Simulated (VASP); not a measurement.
Input of a VASP 6.6.1 run:

File INCAR:

```
SYSTEM = Sb
ALGO     = Normal         ! electronic algorithm
EDIFF    = 1E-6           ! SCF threshold, eV
ENCUT    = 520            ! plane-wave cutoff, eV
GGA      = PE             ! functional
ISIF     = 2              ! what is computed and relaxed
ISMEAR   = -1             ! smearing method
LASPH    = .TRUE.         ! aspherical terms in the spheres
LCHARG   = .FALSE.        ! write CHGCAR
LREAL    = .FALSE.        ! projectors in reciprocal space
LWAVE    = .FALSE.        ! write WAVECAR
NBANDS   = 12             ! bands
NELM     = 100            ! most SCF steps
PREC     = Accurate       ! precision mode
SIGMA    = 0.06122561905347299 ! smearing width, eV
```

Contents of KPOINTS:

```
k-points
0
G
  9 9 9
  0 0 0
```

POSCAR

```
Sb
1.0
    0.0000000000      3.4973497393      3.4973497393
    3.4973497393      0.0000000000      3.4973497393
    3.4973497393      3.4973497393      0.0000000000
Sb
2
Direct
    0.0000000000      0.0000000000      0.0000000000
    0.2500000000      0.2500000000      0.2500000000
```

Potentials or basis: VASP PAW PBE potentials, release 64 (Sb).

Launch:

```bash
$ cat potpaw_PBE.64/Sb/POTCAR > POTCAR
$ mpirun -np 1 vasp_std > vasp.out
```

Problem. What does it give for the band gap on the k mesh?

Solution. Zero (band 5 reaches 4.26 eV, above the bottom of band 6 at 3.49 eV).

Problem. Estimate the pressure.

Solution. 0.1 GPa.

Caveat: spin-orbit coupling is left out, which moves the levels of the heavy elements.
